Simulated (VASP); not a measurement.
Here is a VASP 6.6.1 calculation.

Contents of INCAR:

```
SYSTEM = Pd
ALGO = Normal
EDIFF = 1E-6
ENCUT = 520
GGA = PS
ISIF = 2
ISMEAR = 0
LASPH = .TRUE.
LCHARG = .FALSE.
LREAL = .FALSE.
LWAVE = .FALSE.
NBANDS = 11
NELM = 60
PREC = Accurate
SIGMA = 0.15
```

The input KPOINTS:

```
k-points
0
G
  20 20 20
  0 0 0
```

The input POSCAR:

```
Pd
1.0
    0.0000000000      1.9449000000      1.9449000000
    1.9449000000      0.0000000000      1.9449000000
    1.9449000000      1.9449000000      0.0000000000
Pd
1
Direct
    0.0000000000      0.0000000000      0.0000000000
```

Potentials or basis: VASP PAW PBE potentials, release 64 (Pd).

Launch:

```console
$ cat potpaw_PBE.64/Pd/POTCAR > POTCAR
$ mpirun -np 1 vasp_std > vasp.out
```

Question: What does it give for the pressure?

Answer: -2.5 GPa.

Question: What does it give for the band gap on the k mesh?

Answer: Zero (band 5 reaches 9.95 eV, above the bottom of band 6 at 8.36 eV).

Caveat: the PAW data sets were made with another functional, which shifts forces and pressure a little.
